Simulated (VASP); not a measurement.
# P (P4mm) in VASP: a series of runs

The runs below take P through single point, with PBE+D3(BJ).

Program: VASP 6.6.1. These are calculated values, not measurements. Logs are shortened: lines on timing, memory, paths and dates and some standing lists are left out, and cuts for length are marked.

### Step 1. The cell of the first run

It takes space group P4mm (No. 99, tetragonal). Conventional cell: a = 4.815 Å, b = 4.815 Å, c = 4.815 Å, α = 90.00°, β = 90.00°, γ = 90.00°. Within 3.0 Å of P (site symmetry 4mm) lie 6 P at 2.23 to 2.58 Å. P (site symmetry 4mm) has 6 P at 2.23 to 2.58 Å within 3.0 Å. Within 3.2 Å of P (site symmetry 2mm) lie 6 P at 2.41 Å. P (site symmetry 2mm) has 18 P at 2.41 to 3.53 Å within 3.6 Å. P (site symmetry 4mm) has 6 P at 2.41 Å within 3.2 Å. P (site symmetry 4mm) has 6 P at 2.41 Å within 3.2 Å.

### Step 2. Single point, PBE+D3(BJ) (atom 1 (P) moved +0.175 Å towards its neighbour atom 2 (P) at 2.407 Å)

File INCAR:

```
SYSTEM = P
  PREC = Accurate
  ENCUT = 520
  EDIFF = 1E-7
  ISMEAR = 0
  SIGMA = 0.15
  LREAL = .False.
  LASPH = .True.
  NELM = 60
  ALGO = Normal
  ISIF = 2
  LWAVE = .False.
  LCHARG = .False.
  GGA = PE
  IVDW = 12
  NBANDS = 30
```

File KPOINTS:

```
regular mesh
0
Gamma
  12 12 12
  0 0 0
```

File POSCAR:

```
P
1.0
    0.0000000000     -4.8145205296      0.0000000000
   -4.8145205296      0.0000000000      0.0000000000
    0.0000000000      0.0000000000     -4.8147372170
P
8
Direct
    0.5000000000      0.5000000000      0.4636532604
    0.5000000000      0.5000000000      0.0000000000
    0.0000000000      0.5000000000      0.5000000000
    0.0000000000      0.5000000000      0.0000000000
    0.5000000000      0.0000000000      0.5000000000
    0.5000000000      0.0000000000      0.0000000000
    0.0000000000      0.0000000000      0.5000000000
    0.0000000000      0.0000000000      0.0000000000
```

Potentials or basis: VASP PAW PBE potentials, release 64 (P).

The run is started by

```bash
cat potpaw_PBE.64/P/POTCAR > POTCAR
mpirun -np 1 vasp_std > vasp.out
```

OUTCAR:

```text
SYSTEM = P
   PREC = Accurate
   ENCUT = 520
   EDIFF = 1E-7
   ISMEAR = 0
   LREAL = .False.
   LASPH = .True.
   NELM = 60
   ISIF = 2
   GGA = PE
   IVDW = 12
 IVDW          = 12

 ion  position               nearest neighbor table
   1  0.500  0.500  0.464-   2 2.23   3 2.41   5 2.41   5 2.41   3 2.41   2 2.58
   2  0.500  0.500  0.000-   1 2.23   4 2.41   6 2.41   6 2.41   4 2.41   1 2.58
   3  0.000  0.500  0.500-   7 2.41   7 2.41   4 2.41   4 2.41   1 2.41   1 2.41
   4  0.000  0.500  0.000-   2 2.41   8 2.41   8 2.41   2 2.41   3 2.41   3 2.41
   5  0.500  0.000  0.500-   7 2.41   7 2.41   6 2.41   6 2.41   1 2.41   1 2.41
   6  0.500  0.000  0.000-   2 2.41   8 2.41   2 2.41   8 2.41   5 2.41   5 2.41
   7  0.000  0.000  0.500-   3 2.41   5 2.41   3 2.41   5 2.41   8 2.41   8 2.41
   8  0.000  0.000  0.000-   4 2.41   6 2.41   4 2.41   6 2.41   7 2.41   7 2.41

  LATTYP: Found a simple tetragonal cell.
 ALAT       =     4.8145205296
 C/A-ratio  =     1.0000450071

  Lattice vectors:

 A1 = (   0.0000000000,  -4.8145205296,   0.0000000000)
 A2 = (  -4.8145205296,   0.0000000000,   0.0000000000)
 A3 = (   0.0000000000,   0.0000000000,  -4.8147372170)

Analysis of symmetry for initial positions (statically):
=====================================================================
 Subroutine PRICEL returns:
 Original cell was already a primitive cell.

 Routine SETGRP: Setting up the symmetry group for a
 simple tetragonal supercell.

 Subroutine GETGRP returns: Found  8 space group operations
 (whereof  8 operations were pure point group operations)
 out of a pool of 16 trial point group operations.

The static configuration has the point symmetry C_4v.

Analysis of symmetry for dynamics (positions and initial velocities):
=====================================================================
 Subroutine PRICEL returns:
 Original cell was already a primitive cell.

 Routine SETGRP: Setting up the symmetry group for a
 simple tetragonal supercell.

 Subroutine GETGRP returns: Found  8 space group operations
 (whereof  8 operations were pure point group operations)
 out of a pool of 16 trial point group operations.

The dynamic configuration has the point symmetry C_4v.

 Subroutine INISYM returns: Found  8 space group operations
 (whereof  8 operations are pure point group operations),
 and found     1 'primitive' translations

----------------------------------------------------------------------------------------

                                     Primitive cell

  volume of cell :     111.6037

  direct lattice vectors                    reciprocal lattice vectors
     0.000000000 -4.814520530  0.000000000     0.000000000 -0.207705003  0.000000000
    -4.814520530  0.000000000  0.000000000    -0.207705003  0.000000000  0.000000000
     0.000000000  0.000000000 -4.814737217     0.000000000  0.000000000 -0.207695655

  length of vectors
     4.814520530  4.814520530  4.814737217     0.207705003  0.207705003  0.207695655

  position of ions in fractional coordinates (direct lattice)
     0.500000000  0.500000000  0.463653260
     0.500000000  0.500000000  0.000000000
     0.000000000  0.500000000  0.500000000
     0.000000000  0.500000000  0.000000000
     0.500000000  0.000000000  0.500000000
     0.500000000  0.000000000  0.000000000
     0.000000000  0.000000000  0.500000000
     0.000000000  0.000000000  0.000000000

  ion indices of the primitive-cell ions
   primitive index   ion index
                 1           1
                 2           2
                 3           3
                 4           4
                 5           5
                 6           6
                 7           7
                 8           8

----------------------------------------------------------------------------------------

 KPOINTS: regular mesh

Automatic generation of k-mesh.
 Grid dimensions read from file:
 generate k-points for:   12   12   12

 Generating k-lattice:

  Cartesian coordinates                     Fractional coordinates (reciprocal lattice)
     0.000000000 -0.017308750  0.000000000     0.083333333  0.000000000  0.000000000
    -0.017308750  0.000000000  0.000000000     0.000000000  0.083333333  0.000000000
     0.000000000  0.000000000 -0.017307971     0.000000000  0.000000000  0.083333333

  Length of vectors
     0.017308750  0.017308750  0.017307971

  Shift w.r.t. Gamma in fractional coordinates (k-lattice)
     0.000000000  0.000000000  0.000000000

 Subroutine IBZKPT returns following result:
 ===========================================

 Found    196 irreducible k-points:

 Following reciprocal coordinates:
            Coordinates               Weight
  0.000000  0.000000  0.000000      1.000000
  0.083333  0.000000  0.000000      4.000000
  0.166667  0.000000  0.000000      4.000000
  0.250000  0.000000  0.000000      4.000000
  0.333333  0.000000  0.000000      4.000000
  0.416667  0.000000  0.000000      4.000000
[... 16 lines left out ...]
  0.333333  0.333333  0.000000      4.000000
  0.416667  0.333333  0.000000      8.000000
 [... further k-points ...]
   k-points           NKPTS =    196   k-points in BZ     NKDIM =    196   number of bands    NBANDS=     30
   number of dos      NEDOS =    301   number of ions     NIONS =      8
   total plane-waves  NPLWV =  46656
   dimension x,y,z NGX =    36 NGY =   36 NGZ =   36
   dimension x,y,z NGXF=    72 NGYF=   72 NGZF=   72
   ions per type =               8
   NGX,Y,Z   is equivalent  to a cutoff of  12.43, 12.43, 12.43 a.u.
   NGXF,Y,Z  is equivalent  to a cutoff of  24.86, 24.86, 24.86 a.u.
 SYSTEM =  P
   PREC   = accura    normal or accurate (medium, high low for compatibility)
   ISTART =      0    job   : 0-new  1-cont  2-samecut
   ICHARG =      2    charge: 1-file 2-atom 10-const
   ISPIN  =      1    spin polarized calculation?
   LNONCOLLINEAR =      F non collinear calculations
   LSORBIT =      F    spin-orbit coupling
   LASPH  =      T    aspherical Exc in radial PAW
   ENCUT  =  520.0 eV  38.22 Ry    6.18 a.u.   8.95  8.95  8.95*2*pi/ulx,y,z
   NELM   =     60;   NELMIN=  2; NELMDL= -5     # of ELM steps
   EDIFF  = 0.1E-06   stopping-criterion for ELM
   LREAL  =      F    real-space projection
   EDIFFG = 0.1E-05   stopping-criterion for IOM
   NSW    =      0    number of steps for IOM
   IBRION =     -1    ionic relax: 0-MD 1-quasi-New 2-CG
   NFREE  =      0    steps in history (QN), initial steepest desc. (CG)
   ISIF   =      2    stress and relaxation
   ISYM   =      2    0-nonsym 1-usesym 2-fastsym
   POTIM  = 0.5000    time-step for ionic-motion
   TEBEG  =    0.0;   TEEND  =   0.0 temperature during run
   PSTRESS=    0.0 pullay stress
   NELECT =      40.0000    total number of electrons
   NUPDOWN=      -1.0000    fix difference up-down
   EMIN   =  10.00;   EMAX   =-10.00  energy-range for DOS
   EFERMI =   0.00;   METHOD = LEGACY
   ISMEAR =     0;   SIGMA  =   0.15  broadening in eV -4-tet -1-fermi 0-gaus
   EFERMI_NEDOS =   21; number of points for ismear=-14 and -15
   IALGO  =     38    algorithm
   IMIX   =      4    mixing-type and parameters
     AMIX     =   0.40;   BMIX     =  1.00
     AMIX_MAG =   1.60;   BMIX_MAG =  1.00
  volume/ion in A,a.u.               =      13.95        94.14
  Fermi-wavevector in a.u.,A,eV,Ry     =   1.162881  2.197526 18.399052  1.352292
  Thomas-Fermi vector in A             =   2.299437
   LORBIT       =      0    0 simple, 1 ext, 2 COOP (PROOUT), +10 PAW based schemes
   GGA     = PE    functional components
   LHFCALC =     F    Hartree Fock is set to
   AEXX    =    0.0000 exact exchange contribution
   IVDW    =    12    specifies the selected vdW correction
   LEPSILON=     F    determine dielectric tensor
   LRPA    =     F    only Hartree local field effects (RPA)
 non-spin polarized calculation
 Gauss-broadening in eV      SIGMA  =   0.15
  energy-cutoff  :      520.00
  volume of cell :      111.60
 maximum number of plane-waves:      3032
 NGX is ok and might be reduce to    36
   NGX = 17   NGY = 17   NGZ = 17

 number of electron      39.9999982 magnetization

 Free energy of the ion-electron system (eV)
  ---------------------------------------------------
  ext. energy  EPLUGINS =         0.00000000
  ---------------------------------------------------
  free energy    TOTEN  =       -42.02591958 eV

  energy without entropy =      -41.99695338  energy(sigma->0) =      -42.01143648

 E-fermi :  10.2890     XC(G=0): -11.4654

 val. band max:       10.2889840985   @ k =   0.5000   0.2500   0.3333
 cond. band min:      10.2974538285   @ k =   0.4167   0.0833   0.5000
 fundamental gap:      0.0084697300
 Fermi energy:        10.2890371566

 k-point     1 :       0.0000    0.0000    0.0000
  band No.  band energies     occupation
      1      -6.7038      2.00000
      2      -2.2471      2.00000
      3      -2.1347      2.00000
      4      -2.1124      2.00000
      5       1.1926      2.00000
      6       1.2140      2.00000
[... 22 lines left out ...]
     29      15.6162      0.00000
     30      17.0061      0.00000

 k-point     2 :       0.0833    0.0000    0.0000
  band No.  band energies     occupation
      1      -6.6628      2.00000
      2      -2.4276      2.00000
      3      -2.1412      2.00000
      4      -2.0718      2.00000
      5       1.1990      2.00000
      6       1.2512      2.00000
[... 22 lines left out ...]
     29      15.6337      0.00000
     30      17.0390      0.00000

 k-point     3 :       0.1667    0.0000    0.0000
  band No.  band energies     occupation
      1      -6.5401      2.00000
      2      -2.9460      2.00000
      3      -2.0264      2.00000
      4      -1.9484      2.00000
      5       1.2434      2.00000
      6       1.3625      2.00000
[... 682 lines left out ...]
     29      15.9218      0.00000
     30      16.0980      0.00000

 k-point    24 :       0.4167    0.3333    0.0000
  band No.  band energies     occupation
      1      -5.0420      2.00000
      2      -4.0964      2.00000
      3      -3.1671      2.00000
      4      -2.2229      2.00000
      5      -0.4413      2.00000
      6       0.5199      2.00000
[... 22 lines left out ...]
     29      15.4656      0.00000
     30      15.7031      0.00000

 [... further k-points ...]

------------------------ aborting loop because EDIFF is reached ----------------------------------------

 Edisp (eV)   -4.05161

 E8    (eV) :    -1.5306

  FORCE on cell =-STRESS in cart. coord.  units (eV):
  Direction    XX          YY          ZZ          XY          YZ          ZX
  --------------------------------------------------------------------------------------
  -------------------------------------------------------------------------------------
  Total      -0.06270    -0.06270     0.79007     0.00000     0.00000     0.00000
  in kB      -0.90008    -0.90008    11.34217     0.00000     0.00000     0.00000
  external pressure =        3.18 kB  Pullay stress =        0.00 kB

 VOLUME and BASIS-vectors are now :
 -----------------------------------------------------------------------------
  energy-cutoff  :      520.00
  volume of cell :      111.60
      direct lattice vectors                 reciprocal lattice vectors
     0.000000000 -4.814520530  0.000000000     0.000000000 -0.207705003  0.000000000
    -4.814520530  0.000000000  0.000000000    -0.207705003  0.000000000  0.000000000
     0.000000000  0.000000000 -4.814737217     0.000000000  0.000000000 -0.207695655

 POSITION                                       TOTAL-FORCE (eV/Angst)
 -----------------------------------------------------------------------------------
     -2.40726     -2.40726     -2.23237        -0.000000      0.000000     -0.827899
     -2.40726     -2.40726      0.00000         0.000000      0.000000      0.178186
     -2.40726      0.00000     -2.40737        -0.000000     -0.000000     -0.024971
     -2.40726      0.00000      0.00000         0.000000      0.000000      0.345581
      0.00000     -2.40726     -2.40737         0.000000      0.000000     -0.024971
      0.00000     -2.40726      0.00000        -0.000000      0.000000      0.345581
      0.00000      0.00000     -2.40737         0.000000      0.000000      0.290562
      0.00000      0.00000      0.00000         0.000000      0.000000     -0.282070
 -----------------------------------------------------------------------------------
    total drift:                                0.000000      0.000000     -0.000072

  FREE ENERGIE OF THE ION-ELECTRON SYSTEM (eV)
  ---------------------------------------------------
  free  energy   TOTEN  =       -46.0775268293 eV

  energy  without entropy=      -46.0485606313  energy(sigma->0) =      -46.06304373
```

It took 3.9 min on 1 thread of Intel Xeon Platinum 8488C (Sapphire Rapids), shared host; peak memory 0.51 GiB.

What came out:

| Property | Result |
| --- | --- |
| Free energy | -46.0775 eV |
| Pressure | 0.3 GPa |
| Largest force | 0.828 eV/Å |
| Band gap on the k mesh | zero (bands 20 and 21 overlap by 2.49 eV) |
| Dispersion energy per atom | -0.506 eV |

Forces in eV/Å, atoms in the order of the input:
```
P    0.000  0.000 -0.828
P    0.000  0.000  0.178
P    0.000  0.000 -0.025
P    0.000  0.000  0.346
P    0.000  0.000 -0.025
P    0.000  0.000  0.346
P    0.000  0.000  0.291
P    0.000  0.000 -0.282
```

Caveat: the cell differs from its parent crystal (atom 1 (P) moved +0.175 Å towards its neighbour atom 2 (P) at 2.407 Å).

(Part 1 of 2 ends here.)
